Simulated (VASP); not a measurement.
**In2Sb: relaxation of cell and atoms with r2SCAN**

The system is In2Sb.

```
CELL_PARAMETERS angstrom
0.00000 3.46835 3.46835
3.46835 0.00000 3.46835
3.46835 3.46835 0.00000
ATOMIC_POSITIONS crystal
In 0.25000 0.25000 0.25000
In 0.75000 0.75000 0.75000
Sb 0.00000 0.00000 0.00000
```

```
Program                : VASP 6.6.1
Task                   : relaxation of cell and atoms
Functional             : r2SCAN
Potentials or basis    : VASP PAW PBE potentials, release 64 (In_d, Sb)
Cutoff                 : 600 eV
k mesh                 : 4 × 4 × 4
Occupations            : gaussian, width 0.1 eV
Spin                   : no spin polarisation
Dipole correction      : no
Further INCAR settings : ALGO = Normal; EDIFF = 1e-06; IBRION = 2; EDIFFG = -0.04; NSW = 90; ISIF = 3
```

The relaxed volume is 33.51 Å³/atom and the relaxed cell is a = 5.219 Å, b = 5.219 Å, c = 5.219 Å, α = 60.00°, β = 60.00°, γ = 60.00°. The space group after relaxing (to 0.1 Å) is Fm-3m (No. 225). The energy gained by relaxing is 117.4 meV/atom and the ionic steps are 4. The pressure after relaxing is 0.0 GPa and the band gap on the k mesh is zero (an odd number of electrons rules out a gap without spin polarisation).

The path:
```
step  energy change (eV)  largest force (eV/Å)  pressure (GPa)  volume (Å³)
   1              0.0000                0.0000            8.34        83.44
   2             -0.3495                0.0000           -0.51       102.18
   3             -0.3518                0.0000            0.20        99.90
   4             -0.3522                0.0000           -0.01       100.52
```

Final structure:
```xyz
3
Lattice="0.0000 3.6904 3.6904 3.6904 0.0000 3.6904 3.6904 3.6904 0.0000" Properties=species:S:1:pos:R:3 pbc="T T T"
In    1.8452    1.8452    1.8452
In    5.5356    5.5356    5.5356
Sb    7.3809    3.6904    3.6904
```

Levels at points of the mesh, in eV from the Fermi level:
| k point | band 12 | band 13 | band 14 | band 15 | band 16 | band 17 | band 18 | band 19 |
| --- | --- | --- | --- | --- | --- | --- | --- | --- |
| (0.00, 0.00, 0.00) | -3.35 | -2.02 | -1.52 | -1.52 | -1.52 | 0.19 | 0.19 | 0.19 |
| (0.50, 0.00, 0.00) | -6.67 | -3.79 | -2.36 | -2.36 | 0.94 | 0.94 | 1.04 | 4.06 |
| (0.50, 0.50, 0.00) | -6.78 | -4.05 | -3.50 | -3.50 | -0.50 | 3.10 | 4.88 | 4.88 |

It took 2.8 min on 1 thread of Intel(R) Xeon(R) 6975P-C (Granite Rapids) (shared host), peak memory 0.27 GiB.

Caveat: the k points lie up to 0.37 Å⁻¹ apart in the final cell, too coarse for converged energies and pressures of a metal; the volume moved by over 15 % at a fixed basis, so the end points are rough; the PAW data sets were made with another functional, which shifts forces and pressure a little; spin-orbit coupling is left out, which moves the levels of the heavy elements.
